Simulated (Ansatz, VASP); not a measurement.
# One calculation of AlNi, two programs

```
Al Ni
1.0
     2.88100    0.00000    0.00000
     0.00000    2.88100    0.00000
     0.00000    0.00000    3.11148
Al Ni
1 1
Direct
  0.00000 0.00000 0.00000
  0.50000 0.50000 0.50000
```

Change from the starting cell: strain +0.000 along x and y, +0.080 along z, atoms carried along.

Alike in both runs: task single point; functional PBEsol; k mesh 16 × 16 × 16; occupations gaussian, width 0.15 eV; no spin polarisation.

|  | VASP | Ansatz |
| --- | --- | --- |
| version | VASP 6.6.1 | Ansatz 0.2.0 |
| potentials or method | VASP PAW PBE potentials, release 64 (Al, Ni), cutoff 520 eV | scalar-relativistic, plane waves, PAW |
| valence electrons in the cell | 13 | 21 |

|  | VASP | Ansatz | Ansatz less VASP |
| --- | --- | --- | --- |
| gap on the k mesh at the Fermi level (eV) | none | none | - |
| pressure (GPa) | -13.2 | -13.3 | -0.15 |
| traceless stress, the component that is largest in VASP (GPa) | -2.52 | -2.43 | +0.085 |

VASP's potentials were made for PBE, not for PBEsol. A gap of «none» marks a metal or a gap that the smearing closes. VASP's potentials hold 13 valence electrons a cell and Ansatz's 21, so a difference there can come from the potentials and not from the codes.
